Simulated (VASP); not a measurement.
Wanted: the native input for a VASP 6.6.1 run.

```yaml
Task: single point
Functional: RPBE
Dispersion: D3(BJ)
Potentials_or_basis: VASP PAW PBE potentials, release 64 (Cl, Li_sv)
Cutoff: 520 eV
k_mesh: 9 × 9 × 9
Occupations: fermi-dirac, width 0.05 eV
Spin: no spin polarisation
Dipole_correction: no
Further_INCAR_settings: ALGO = Normal; EDIFF = 1e-07; NBANDS = 12
```

The structure of LiCl lies in POSCAR:

```
LiCl
1.0
    0.0000000000      2.3813655615      2.3813655615
    2.3813655615      0.0000000000      2.3813655615
    2.3813655615      2.3813655615      0.0000000000
Cl Li
1 1
Direct
    0.5000000000      0.5000000000      0.5000000000
    0.0000000000      0.0000000000      0.0000000000
```

One way to write it, as run:

INCAR

```
SYSTEM = LiCl
  PREC = Accurate
  ENCUT = 520
  EDIFF = 1E-7
  ISMEAR = -1
  SIGMA = 0.05
  LREAL = .FALSE.
  LASPH = .TRUE.
  NELM = 60
  ALGO = Normal
  ISIF = 2
  LWAVE = .FALSE.
  LCHARG = .FALSE.
  GGA = RP
  IVDW = 12
  NBANDS = 12
```

KPOINTS

```
regular mesh
0
G
  9 9 9
  0 0 0
```

Potentials or basis: VASP PAW PBE potentials, release 64 (Cl, Li_sv).

Command:

```console
$ cat potpaw_PBE.64/Cl/POTCAR potpaw_PBE.64/Li_sv/POTCAR > POTCAR
$ mpirun -np 1 vasp_std > vasp.out
```

It gave:

* Band gap on the k mesh: 7.21 eV, indirect (least direct gap 7.57 eV)
* Dispersion energy per atom: -1.066 eV

Wall time 25 s on 1 thread of Intel Xeon 6975P-C (shared host), peak memory 0.16 GiB.
